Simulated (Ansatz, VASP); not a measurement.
## Au in VASP and in Ansatz

```
Au
1.0
    -2.57490    2.57490    1.40466
     2.57490   -2.57490    1.40466
     2.57490    2.57490   -1.40466
Au
2
Direct
  0.00000 0.00000 0.00000
  0.75000 0.25000 0.50000
```

Alike in both runs: task single point; functional PBEsol; k mesh 8 × 8 × 8; occupations gaussian, width 0.1 eV; no spin polarisation.

|  | VASP | Ansatz |
| --- | --- | --- |
| version | VASP 6.6.1 | Ansatz 0.2.0 |
| potentials or method | VASP PAW PBE potentials, release 64 (Au), cutoff 520 eV | scalar-relativistic, plane waves, PAW |
| valence electrons in the cell | 22 | 38 |

```csv
,VASP,Ansatz,Ansatz less VASP
gap on the k mesh at the Fermi level (eV),none,none,-
pressure (GPa),-0.1,0.2,+0.24
"traceless stress, the component that is largest in VASP (GPa)",-9.11,-9.15,-0.041
```

VASP's potentials were made for PBE, not for PBEsol. A gap of «none» marks a metal or a gap that the smearing closes. The functional is the same, so the differences come from potentials, cutoffs and numerics. VASP's potentials hold 22 valence electrons a cell and Ansatz's 38, so a difference there can come from the potentials and not from the codes.

Spin-orbit coupling is off throughout.
